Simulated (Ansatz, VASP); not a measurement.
## One calculation of PbS, two programs

The input INCAR:

```
PREC     = Accurate       # precision mode
ENCUT    = 520            # plane-wave cutoff, eV
EDIFF    = 1E-6           # SCF threshold, eV
ISMEAR   = -1             # smearing method
SIGMA    = 0.01           # smearing width, eV
LREAL    = F              # projectors in reciprocal space
LASPH    = T              # aspherical terms in the spheres
NELM     = 60             # most SCF steps
ALGO     = Normal         # electronic algorithm
ISIF     = 2              # what is computed and relaxed
LWAVE    = F              # write WAVECAR
LCHARG   = F              # write CHGCAR
GGA      = PE             # functional
NBANDS   = 17             # bands
```

The input KPOINTS:

```
regular mesh
0
Gamma
  8 8 8
```

Contents of POSCAR:

```
PbS
1.0
    0.0000000000      3.0539500000      2.9650000000
    3.0539500000      0.0000000000      2.9650000000
    3.0539500000      3.0539500000      0.0000000000
Pb S
1 1
Direct
    0.0000000000      0.0000000000      0.0000000000
    0.5000000000      0.5000000000      0.5000000000
```

Input for Ansatz:

```yaml
crystal:
  lattice:
    - [0.0, 3.05395, 2.965]
    - [3.05395, 0.0, 2.965]
    - [3.05395, 3.05395, 0.0]
  atoms:
    - { symbol: Pb, position: [0.0, 0.0, 0.0] }
    - { symbol: S, position: [0.5, 0.5, 0.5] }
kpoints:
  mp_grid: { grid: [8, 8, 8] }
  band_path:
    path:
      - [0.0, 0.0, 0.0]
      - [0.0, 0.5, 0.5]
      - [0.25, 0.75, 0.5]
      - [0.0, 0.5, 0.0]
      - [0.0, 0.0, 0.0]
      - [0.5, 0.5, 0.0]
      - [0.3826125, 0.6173875, 0.0]
      - [-0.3826125, 0.3826125, 0.0]
      - [0.0, 0.0, 0.0]
    npoints: 5
scf:
  occupations: { method: fermi_dirac, width: 0.01 }
hamiltonian:
  xc: pbe
  pseudopotentials: { kind: all_electron, lapw: { basis_error: 0.0005 } }
output:
  forces: true
  stress: true
  eigenvalues: true
```

Change from the starting cell: equal xx and yy strain of +3 %.

Alike in both runs: task single point; functional PBE; k mesh 8 × 8 × 8; occupations fermi-dirac, width 0.01 eV; no spin polarisation.

|  | VASP | Ansatz |
| --- | --- | --- |
| version | VASP 6.6.1 | Ansatz 0.2.0 |
| potentials or method | VASP PAW PBE potentials, release 64 (Pb_d, S), cutoff 520 eV | all-electron LAPW, scalar-relativistic |

|  | VASP | Ansatz | Ansatz less VASP |
| --- | --- | --- | --- |
| gap on the k mesh at the Fermi level (eV) | 0.54 | 0.53 | -0.007 |
| pressure (GPa) | -0.9 | -0.9 | +0.08 |
| traceless stress, the component that is largest in VASP (GPa) | 2.05 | 2.05 | -0.004 |

Ansatz ran all-electron here, and VASP with PAW potentials.

Spin-orbit coupling is off throughout.
